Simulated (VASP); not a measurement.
A run of VASP 6.6.1:

The input INCAR:

```
  ALGO = Normal
  EDIFF = 1E-6
  ENCUT = 1010
  GGA = PE
  GGA_COMPAT = False
  ISIF = 2
  ISMEAR = -1
  IVDW = 12
  LASPH = True
  LCHARG = False
  LREAL = False
  LWAVE = False
  NBANDS = 36
  NELM = 120
  PREC = Accurate
  SIGMA = 0.02
```

Contents of KPOINTS:

```
k-points
0
Gamma
  1 1 1
```

Contents of POSCAR:

```
H2ClF
1.0
    6.5460240000      0.0000000000      0.0000000000
    0.0000000000      6.5460240000      0.0000000000
    0.0000000000      0.0000000000      6.5460240000
F H Cl
3 6 3
Direct
    0.5138844587      0.2113649446      0.7641126889
    0.5953843127      0.1822327569      0.3983334005
    0.6464993101      0.6152742489      0.5745625131
    0.5686046981      0.1687283762      0.6321241719
    0.6725303787      0.0952333814      0.3177959629
    0.5437193631      0.6544430635      0.6737830475
    0.3913215106      0.9625384814      0.7836359903
    0.2024434985      0.1350743596      0.0047968049
    0.7846136831      0.7785947623      0.3940407185
    0.2933689213      0.7904798394      0.8296333775
    0.1276500056      0.3129991580      0.0649707364
    0.8996300655      0.8811455626      0.2745177836
```

Potentials or basis: VASP PAW PBE potentials, release 64 (F_h, H_h, Cl).

Run with:

```console
$ cat potpaw_PBE.64/F_h/POTCAR potpaw_PBE.64/H_h/POTCAR potpaw_PBE.64/Cl/POTCAR > POTCAR
$ mpirun -np 1 vasp_gam > vasp.out
```

Hardware: 1 thread of AMD EPYC 9R45 96-Core Processor (Zen 5) (shared host).

Task: Estimate the wall time of this run.

Result: Run time: 22 s on 1 thread of AMD EPYC 9R45 96-Core Processor (Zen 5), with other jobs on the host, peak memory 0.62 GiB. Counts: scf iterations 15, k points 1.
